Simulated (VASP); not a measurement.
# MgO2 (R-3m) in VASP: single point with r2SCAN

Aim: the single point of MgO2 with r2SCAN.

All numbers are computed with VASP 6.6.1; they aren't measurements. Logs are shortened: lines on timing, memory, paths and dates and some standing lists are left out, and cuts for length are marked.

## 1. The cell of the first run

Symmetry: R-3m, No. 166, trigonal system. Conventional cell: a = 3.279 Å, b = 3.279 Å, c = 10.592 Å, α = 90.00°, β = 90.00°, γ = 120.00°. Within 2.8 Å of Mg (site symmetry -3m) lie 6 O at 2.15 Å. Within 2.0 Å of O (site symmetry 3m) lie 1 O at 1.50 Å.

## 2. Single point, r2SCAN (10.96 Å³/atom)

Contents of POSCAR:

```
MgO2
1.0
    1.6393656656      0.9464882083      3.5305279283
   -1.6393656656      0.9464882083      3.5305279283
    0.0000000000     -1.8929764166      3.5305279283
Mg O
1 2
Direct
    0.0000000000      0.0000000000      0.0000000000
    0.4292696856      0.4292696856      0.4292696856
    0.5707303144      0.5707303144      0.5707303144
```

Contents of INCAR.step1:

```
PREC = Accurate
ENCUT = 920
ISMEAR = 0
SIGMA = 0.02
LREAL = F
LASPH = T
NELM = 120
NBANDS = 18
GGA = PE
ALGO = Normal
EDIFF = 1E-5
LWAVE = T
LCHARG = F
GGA_COMPAT = F
```

Contents of INCAR.step2:

```
PREC = Accurate
ENCUT = 920
EDIFF = 1E-6
ISMEAR = 0
SIGMA = 0.02
LREAL = F
LASPH = T
NELM = 120
ALGO = Normal
ISIF = 2
LWAVE = F
LCHARG = T
METAGGA = R2SCAN
LMIXTAU = T
LELF = T
LVHAR = T
NBANDS = 18
ISTART = 1
GGA_COMPAT = F
```

Contents of KPOINTS:

```
Automatic mesh
0
Gamma
  12 12 12
```

Potentials or basis: VASP PAW PBE potentials, release 64 (Mg_sv, O).

Run with:

```bash
$ cat potpaw_PBE.64/Mg_sv/POTCAR potpaw_PBE.64/O/POTCAR > POTCAR
$ cp INCAR.step1 INCAR
$ mpirun -np 1 vasp_std > vasp.out
$ cp INCAR.step2 INCAR
$ mpirun -np 1 vasp_std > vasp.out
```

OUTCAR:

```text
PREC = Accurate
   ENCUT = 920
   EDIFF = 1E-6
   ISMEAR = 0
   LREAL = F
   LASPH = T
   NELM = 120
   ISIF = 2
   METAGGA = R2SCAN
   ISTART = 1

 ion  position               nearest neighbor table
   1  0.000  0.000  0.000-
   2  0.429  0.429  0.429-   3 1.50
   3  0.571  0.571  0.571-   2 1.50

  LATTYP: Found a trigonal (rhomboedric) cell.
 ALAT       =     4.0059939050
 COS(alpha) =     0.6650645645

  Lattice vectors:

 A1 = (   1.6393656656,   0.9464882083,   3.5305279283)
 A2 = (  -1.6393656656,   0.9464882083,   3.5305279283)
 A3 = (   0.0000000000,  -1.8929764166,   3.5305279283)

Analysis of symmetry for initial positions (statically):
=====================================================================
 Subroutine PRICEL returns:
 Original cell was already a primitive cell.

 Routine SETGRP: Setting up the symmetry group for a
 trigonal (rhombohedral) supercell.

 Subroutine GETGRP returns: Found 12 space group operations
 (whereof 12 operations were pure point group operations)
 out of a pool of 12 trial point group operations.

The static configuration has the point symmetry D_3d.

Analysis of symmetry for dynamics (positions and initial velocities):
=====================================================================
 Subroutine PRICEL returns:
 Original cell was already a primitive cell.

 Routine SETGRP: Setting up the symmetry group for a
 trigonal (rhombohedral) supercell.

 Subroutine GETGRP returns: Found 12 space group operations
 (whereof 12 operations were pure point group operations)
 out of a pool of 12 trial point group operations.

The dynamic configuration has the point symmetry D_3d.

 Subroutine INISYM returns: Found 12 space group operations
 (whereof 12 operations are pure point group operations),
 and found     1 'primitive' translations

----------------------------------------------------------------------------------------

                                     Primitive cell

  volume of cell :      32.8687

  direct lattice vectors                    reciprocal lattice vectors
     1.639365666  0.946488208  3.530527928     0.304996018  0.176089533  0.094414586
    -1.639365666  0.946488208  3.530527928    -0.304996018  0.176089533  0.094414586
     0.000000000 -1.892976417  3.530527928     0.000000000 -0.352179066  0.094414586

  length of vectors
     4.005993905  4.005993905  4.005993905     0.364615152  0.364615152  0.364615152

  position of ions in fractional coordinates (direct lattice)
     0.000000000  0.000000000  0.000000000
     0.429269686  0.429269686  0.429269686
     0.570730314  0.570730314  0.570730314

  ion indices of the primitive-cell ions
   primitive index   ion index
                 1           1
                 2           2
                 3           3

----------------------------------------------------------------------------------------

 KPOINTS: Automatic mesh

Automatic generation of k-mesh.
 Grid dimensions read from file:
 generate k-points for:   12   12   12

 Generating k-lattice:

  Cartesian coordinates                     Fractional coordinates (reciprocal lattice)
     0.025416335  0.014674128  0.007867882     0.083333333  0.000000000  0.000000000
    -0.025416335  0.014674128  0.007867882     0.000000000  0.083333333  0.000000000
     0.000000000 -0.029348256  0.007867882     0.000000000  0.000000000  0.083333333

  Length of vectors
     0.030384596  0.030384596  0.030384596

  Shift w.r.t. Gamma in fractional coordinates (k-lattice)
     0.000000000  0.000000000  0.000000000

 Subroutine IBZKPT returns following result:
 ===========================================

 Found    189 irreducible k-points:

 Following reciprocal coordinates:
            Coordinates               Weight
  0.000000  0.000000  0.000000      1.000000
  0.083333  0.000000  0.000000      6.000000
  0.166667  0.000000  0.000000      6.000000
  0.250000  0.000000  0.000000      6.000000
  0.333333  0.000000  0.000000      6.000000
  0.416667  0.000000 -0.000000      6.000000
[... 16 lines left out ...]
  0.500000  0.166667  0.000000     12.000000
 -0.416667  0.166667  0.000000     12.000000
 [... further k-points ...]
   k-points           NKPTS =    189   k-points in BZ     NKDIM =    189   number of bands    NBANDS=     18
   number of dos      NEDOS =    301   number of ions     NIONS =      3
   total plane-waves  NPLWV =  64000
   dimension x,y,z NGX =    40 NGY =   40 NGZ =   40
   dimension x,y,z NGXF=    80 NGYF=   80 NGZF=   80
   ions per type =               1   2
   NGX,Y,Z   is equivalent  to a cutoff of  16.60, 16.60, 16.60 a.u.
   NGXF,Y,Z  is equivalent  to a cutoff of  33.20, 33.20, 33.20 a.u.
 SYSTEM =  unknown system
   PREC   = accura    normal or accurate (medium, high low for compatibility)
   ISTART =      1    job   : 0-new  1-cont  2-samecut
   ICHARG =      0    charge: 1-file 2-atom 10-const
   ISPIN  =      1    spin polarized calculation?
   LNONCOLLINEAR =      F non collinear calculations
   LSORBIT =      F    spin-orbit coupling
   LASPH  =      T    aspherical Exc in radial PAW
   ENCUT  =  920.0 eV  67.62 Ry    8.22 a.u.   9.91  9.91  9.91*2*pi/ulx,y,z
   NELM   =    120;   NELMIN=  2; NELMDL=  0     # of ELM steps
   EDIFF  = 0.1E-05   stopping-criterion for ELM
   LREAL  =      F    real-space projection
   EDIFFG = 0.1E-04   stopping-criterion for IOM
   NSW    =      0    number of steps for IOM
   IBRION =     -1    ionic relax: 0-MD 1-quasi-New 2-CG
   NFREE  =      0    steps in history (QN), initial steepest desc. (CG)
   ISIF   =      2    stress and relaxation
   ISYM   =      2    0-nonsym 1-usesym 2-fastsym
   POTIM  = 0.5000    time-step for ionic-motion
   TEBEG  =    0.0;   TEEND  =   0.0 temperature during run
   PSTRESS=    0.0 pullay stress
   NELECT =      22.0000    total number of electrons
   NUPDOWN=      -1.0000    fix difference up-down
   EMIN   =  10.00;   EMAX   =-10.00  energy-range for DOS
   EFERMI =   0.00;   METHOD = LEGACY
   ISMEAR =     0;   SIGMA  =   0.02  broadening in eV -4-tet -1-fermi 0-gaus
   EFERMI_NEDOS =   21; number of points for ismear=-14 and -15
   IALGO  =     38    algorithm
   IMIX   =      4    mixing-type and parameters
     AMIX     =   0.40;   BMIX     =  1.00
     AMIX_MAG =   1.60;   BMIX_MAG =  1.00
  volume/ion in A,a.u.               =      10.96        73.94
  Fermi-wavevector in a.u.,A,eV,Ry     =   1.432040  2.706163 27.901983  2.050738
  Thomas-Fermi vector in A             =   2.551711
   LORBIT       =      0    0 simple, 1 ext, 2 COOP (PROOUT), +10 PAW based schemes
   METAGGA = R2SCAN    functional components
   LHFCALC =     F    Hartree Fock is set to
   AEXX    =    0.0000 exact exchange contribution
   IVDW    =     0    specifies the selected vdW correction
   LEPSILON=     F    determine dielectric tensor
   LRPA    =     F    only Hartree local field effects (RPA)
 non-spin polarized calculation
 Gauss-broadening in eV      SIGMA  =   0.02
  energy-cutoff  :      920.00
  volume of cell :       32.87
 maximum number of plane-waves:      2102
   NGX = 19   NGY = 19   NGZ = 19

 number of electron      22.0000003 magnetization

 Free energy of the ion-electron system (eV)
  ---------------------------------------------------
  ext. energy  EPLUGINS =         0.00000000
  ---------------------------------------------------
  free energy    TOTEN  =       -21.48174313 eV

  energy without entropy =      -21.48174313  energy(sigma->0) =      -21.48174313

 E-fermi :   1.8183     XC(G=0): -10.7292

 val. band max:        1.7350284182   @ k =   0.5000   0.5000   0.5000
 cond. band min:       4.5749929271   @ k =   0.5000   0.5000   0.5000
 fundamental gap:      2.8399645089
 Fermi energy:         1.8183031711

 k-point     1 :       0.0000    0.0000    0.0000
  band No.  band energies     occupation
      1     -74.7085      2.00000
      2     -39.8402      2.00000
      3     -39.8066      2.00000
      4     -39.8066      2.00000
      5     -20.3081      2.00000
      6     -13.6304      2.00000
[... 10 lines left out ...]
     17      17.1602      0.00000
     18      18.8661      0.00000

 k-point     2 :       0.0833    0.0000    0.0000
  band No.  band energies     occupation
      1     -74.7084      2.00000
      2     -39.8400      2.00000
      3     -39.8082      2.00000
      4     -39.8069      2.00000
      5     -20.2806      2.00000
      6     -13.6483      2.00000
[... 10 lines left out ...]
     17      17.3466      0.00000
     18      18.5549      0.00000

 k-point     3 :       0.1667    0.0000    0.0000
  band No.  band energies     occupation
      1     -74.7082      2.00000
      2     -39.8394      2.00000
      3     -39.8127      2.00000
      4     -39.8078      2.00000
      5     -20.2045      2.00000
      6     -13.6971      2.00000
[... 10 lines left out ...]
     17      17.8530      0.00000
     18      17.8902      0.00000

 k-point     4 :       0.2500    0.0000    0.0000
  band No.  band energies     occupation
      1     -74.7079      2.00000
      2     -39.8386      2.00000
      3     -39.8188      2.00000
      4     -39.8091      2.00000
      5     -20.0977      2.00000
      6     -13.7643      2.00000
[... 10 lines left out ...]
     17      17.4238      0.00000
     18      18.7222      0.00000

 k-point     5 :       0.3333    0.0000    0.0000
  band No.  band energies     occupation
      1     -74.7075      2.00000
      2     -39.8378      2.00000
      3     -39.8249      2.00000
      4     -39.8104      2.00000
      5     -19.9877      2.00000
      6     -13.8324      2.00000
[... 10 lines left out ...]
     17      17.5036      0.00000
     18      19.3209      0.00000

 k-point     6 :       0.4167    0.0000   -0.0000
  band No.  band energies     occupation
      1     -74.7073      2.00000
      2     -39.8374      2.00000
      3     -39.8292      2.00000
      4     -39.8114      2.00000
      5     -19.9049      2.00000
      6     -13.8831      2.00000
[... 10 lines left out ...]
     17      17.4192      0.00000
     18      19.4640      0.00000

 k-point     7 :       0.5000    0.0000    0.0000
  band No.  band energies     occupation
      1     -74.7072      2.00000
      2     -39.8373      2.00000
      3     -39.8307      2.00000
      4     -39.8117      2.00000
      5     -19.8741      2.00000
      6     -13.9018      2.00000
[... 10 lines left out ...]
     17      17.3314      0.00000
     18      19.5078      0.00000

 k-point     8 :       0.0833    0.0833    0.0000
  band No.  band energies     occupation
      1     -74.7084      2.00000
      2     -39.8401      2.00000
      3     -39.8082      2.00000
      4     -39.8069      2.00000
      5     -20.2720      2.00000
      6     -13.6821      2.00000
[... 10 lines left out ...]
     17      17.2147      0.00000
     18      18.5021      0.00000
[... 229 lines left out ...]
     17      17.5758      0.00000
     18      18.1001      0.00000

 k-point    20 :       0.2500    0.1667   -0.0000
  band No.  band energies     occupation
      1     -74.7080      2.00000
      2     -39.8392      2.00000
      3     -39.8162      2.00000
      4     -39.8091      2.00000
      5     -20.0963      2.00000
      6     -13.8942      2.00000
[... 10 lines left out ...]
     17      17.6786      0.00000
     18      18.5765      0.00000

 k-point    21 :       0.3333    0.1667    0.0000
  band No.  band energies     occupation
      1     -74.7077      2.00000
      2     -39.8385      2.00000
      3     -39.8206      2.00000
      4     -39.8110      2.00000
      5     -19.9996      2.00000
      6     -13.9600      2.00000
[... 10 lines left out ...]
     17      17.9319      0.00000
     18      19.0286      0.00000

 k-point    22 :       0.4167    0.1667    0.0000
  band No.  band energies     occupation
      1     -74.7074      2.00000
      2     -39.8378      2.00000
      3     -39.8248      2.00000
      4     -39.8132      2.00000
      5     -19.9095      2.00000
      6     -13.9954      2.00000
[... 10 lines left out ...]
     17      17.7735      0.00000
     18      19.3717      0.00000

 k-point    23 :       0.5000    0.1667    0.0000
  band No.  band energies     occupation
      1     -74.7072      2.00000
      2     -39.8372      2.00000
      3     -39.8277      2.00000
      4     -39.8149      2.00000
      5     -19.8517      2.00000
      6     -13.9903      2.00000
[... 10 lines left out ...]
     17      17.3442      0.00000
     18      19.4999      0.00000

 k-point    24 :      -0.4167    0.1667    0.0000
  band No.  band energies     occupation
      1     -74.7071      2.00000
      2     -39.8369      2.00000
      3     -39.8287      2.00000
      4     -39.8155      2.00000
      5     -19.8432      2.00000
      6     -13.9451      2.00000
[... 10 lines left out ...]
     17      17.0921      0.00000
     18      19.4704      0.00000

 [... further k-points ...]

------------------------ aborting loop because EDIFF is reached ----------------------------------------

  FORCE on cell =-STRESS in cart. coord.  units (eV):
  Direction    XX          YY          ZZ          XY          YZ          ZX
  --------------------------------------------------------------------------------------
  -------------------------------------------------------------------------------------
  Total       -2.1126377     -2.1126377     -1.7905693      0.0000000      0.0000000      0.0000000
  in kB     -102.9801846   -102.9801846    -87.2810095      0.0000000      0.0000000      0.0000000
  external PRESSURE =     -97.7471262 kB  Pullay stress =       0.0000000 kB

 VOLUME and BASIS-vectors are now :
 -----------------------------------------------------------------------------
  energy-cutoff  :      920.00
  volume of cell :       32.87
      direct lattice vectors                 reciprocal lattice vectors
     1.639365666  0.946488208  3.530527928     0.304996018  0.176089533  0.094414586
    -1.639365666  0.946488208  3.530527928    -0.304996018  0.176089533  0.094414586
     0.000000000 -1.892976417  3.530527928     0.000000000 -0.352179066  0.094414586

 POSITION                                       TOTAL-FORCE (eV/Angst)
 -----------------------------------------------------------------------------------
      0.00000      0.00000      0.00000        -0.000000      0.000000      0.000000
      0.00000      0.00000      4.54665         0.000000     -0.000000     -0.179180
      0.00000      0.00000      6.04494         0.000000     -0.000000      0.179180
 -----------------------------------------------------------------------------------
    total drift:                                0.000000      0.000000     -0.000000

  FREE ENERGIE OF THE ION-ELECTRON SYSTEM (eV)
  ---------------------------------------------------
  free  energy   TOTEN  =       -21.4817431270 eV

  energy  without entropy=      -21.4817431270  energy(sigma->0) =      -21.48174313
```

It took 8.5 min on 1 thread of Intel Xeon 6975P-C (Granite Rapids), shared host; peak memory 0.41 GiB.

What came out:

```
Free energy            : -21.4817 eV
Pressure               : -9.8 GPa
Largest force          : 0.179 eV/Å
Band gap on the k mesh : 2.84 eV
```

Forces on the atoms (eV/Å):
```
Mg   0.000  0.000  0.000
O    0.000  0.000 -0.179
O    0.000  0.000  0.179
```

Caveat: the cell stands under tension; the PAW data sets were made with another functional, which shifts forces and pressure a little. A k mesh can miss the band edges.
